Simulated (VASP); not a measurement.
Wanted: the native input for a VASP 6.6.1 run.

| Item | Value |
| --- | --- |
| Task | single point |
| Functional | r2SCAN |
| Potentials or basis | VASP PAW PBE potentials, release 64 (Ir) |
| Cutoff | 520 eV |
| k mesh | 22 × 22 × 22 |
| Occupations | gaussian, width 0.15 eV |
| Spin | no spin polarisation |
| Dipole correction | no |
| Further INCAR settings | ALGO = Normal; EDIFF = 1e-06; NBANDS = 10 |

Crystal: Ir.

```
CELL_PARAMETERS angstrom
0.00000 1.95329 1.91970
1.91970 0.00000 1.91970
1.91970 1.95329 0.00000
ATOMIC_POSITIONS crystal
Ir 0.00000 0.00000 0.00000
```

This cell differs from its parent crystal: strain +0.0175 x Voigt [0, 1, 0, 0, 0, 0].

The input as run:

POSCAR

```
Ir
1.0
    0.0000000000      1.9532947500      1.9197000000
    1.9197000000      0.0000000000      1.9197000000
    1.9197000000      1.9532947500      0.0000000000
Ir
1
Direct
    0.0000000000      0.0000000000      0.0000000000
```

INCAR.step1

```
ALGO = Normal
EDIFF = 1E-4
ENCUT = 520
GGA = PE
ISMEAR = 0
LASPH = T
LCHARG = F
LREAL = F
LWAVE = T
NBANDS = 10
NELM = 80
PREC = Accurate
SIGMA = 0.15
```

INCAR.step2

```
ALGO = Normal
EDIFF = 1E-6
ENCUT = 520
ISIF = 2
ISMEAR = 0
ISTART = 1
LASPH = T
LCHARG = F
LMIXTAU = T
LREAL = F
LWAVE = F
METAGGA = R2SCAN
NBANDS = 10
NELM = 80
PREC = Accurate
SIGMA = 0.15
```

KPOINTS

```
k-points
0
Gamma
  22 22 22
```

Potentials or basis: VASP PAW PBE potentials, release 64 (Ir).

Run with:

```console
$ cat potpaw_PBE.64/Ir/POTCAR > POTCAR
$ cp INCAR.step1 INCAR
$ mpirun -np 1 vasp_std > vasp.out
$ cp INCAR.step2 INCAR
$ mpirun -np 1 vasp_std > vasp.out
```

It gave:

* Pressure: -2.4 GPa
* Band gap on the k mesh: zero (an odd number of electrons rules out a gap without spin polarisation)

Caveat: the cell differs from its parent crystal (strain +0.0175 x Voigt [0, 1, 0, 0, 0, 0]); the PAW data sets were made with another functional, which shifts forces and pressure a little; spin-orbit coupling is left out, which moves the levels of the heavy elements.

It took 3 min on 1 thread of Intel(R) Xeon(R) 6975P-C (Granite Rapids), with other jobs on the host, peak memory 0.24 GiB.
